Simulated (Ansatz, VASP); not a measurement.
**Two plane-wave programs on MgS**

Contents of POSCAR:

```
MgS
1.0
    0.0993066788      2.8452572148      2.8452572148
    2.8452572148      0.0993066788      2.8452572148
    2.8452572148      2.8452572148      0.0993066788
Mg S
1 1
Direct
    0.0033215597      0.0033215597      0.0033215597
    0.2466784403      0.2466784403      0.2466784403
```

INCAR.step1

```
SYSTEM = MgS
ALGO = Normal
EDIFF = 1E-5
ENCUT = 520
GGA = PE
ISIF = 2
ISMEAR = 0
LASPH = .True.
LCHARG = .False.
LREAL = .False.
LWAVE = .True.
NBANDS = 11
NELM = 100
PREC = Accurate
SIGMA = 0.01
```

The input INCAR.step2:

```
SYSTEM = MgS
ALGO = Normal
EDIFF = 1E-6
ENCUT = 520
GGA = PE
HFSCREEN = 0.2079
ISIF = 2
ISMEAR = 0
ISTART = 1
LASPH = .True.
LCHARG = .False.
LHFCALC = .True.
LREAL = .False.
LWAVE = .False.
NBANDS = 11
NELM = 100
PREC = Accurate
PRECFOCK = Normal
SIGMA = 0.01
```

Contents of KPOINTS:

```
k-points
0
Gamma
  6 6 6
  0 0 0
```

Input for Ansatz:

```yaml
crystal:
  lattice:
    - [0.0993066788, 2.8452572148, 2.8452572148]
    - [2.8452572148, 0.0993066788, 2.8452572148]
    - [2.8452572148, 2.8452572148, 0.0993066788]
  atoms:
    - { symbol: Mg, position: [0.0033215597, 0.0033215597, 0.0033215597] }
    - { symbol: S, position: [0.2466784403, 0.2466784403, 0.2466784403] }
kpoints:
  mp_grid: { grid: [6, 6, 6] }
  band_path:
    path:
      - [0.0, 0.0, 0.0]
      - [-0.5, -0.5, 0.0]
      - [-0.375, -0.375, 0.25]
      - [-0.375, 0.0, 0.375]
      - [0.0, 0.0, 0.5]
      - [-0.5, -0.25, 0.25]
    npoints: 1
hamiltonian:
  xc: hse06
scf:
  occupations: { method: fixed }
  n_extra_bands: 4
output:
  forces: true
  stress: true
  eigenvalues: true
```

Change from the starting cell: epitaxial_111 strain -3.0%.

Alike in both runs: task single point; functional HSE06; k mesh 6 × 6 × 6; no spin polarisation.

|  | VASP | Ansatz |
| --- | --- | --- |
| version | VASP 6.6.1 | Ansatz 0.2.0 |
| potentials or method | VASP PAW PBE potentials, release 64 (Mg, S) | plane waves, PAW |
| plane-wave cutoff (eV) | 520 | 420 |
| occupations | gaussian, width 0.01 eV | fixed |
| valence electrons in the cell | 8 | 16 |

|  | VASP | Ansatz | Ansatz less VASP |
| --- | --- | --- | --- |
| gap on the k mesh at the Fermi level (eV) | 4.53 | 4.55 | +0.016 |
| pressure (GPa) | 2.2 | 2.4 | +0.17 |
| traceless stress, the component that is largest in VASP (GPa) | -1.18 | -1.18 | +0.004 |

VASP's potentials hold 8 valence electrons a cell and Ansatz's 16, so a difference there can come from the potentials and not from the codes. Ansatz's warnings: stress exchange threshold loose, stress scf threshold loose.
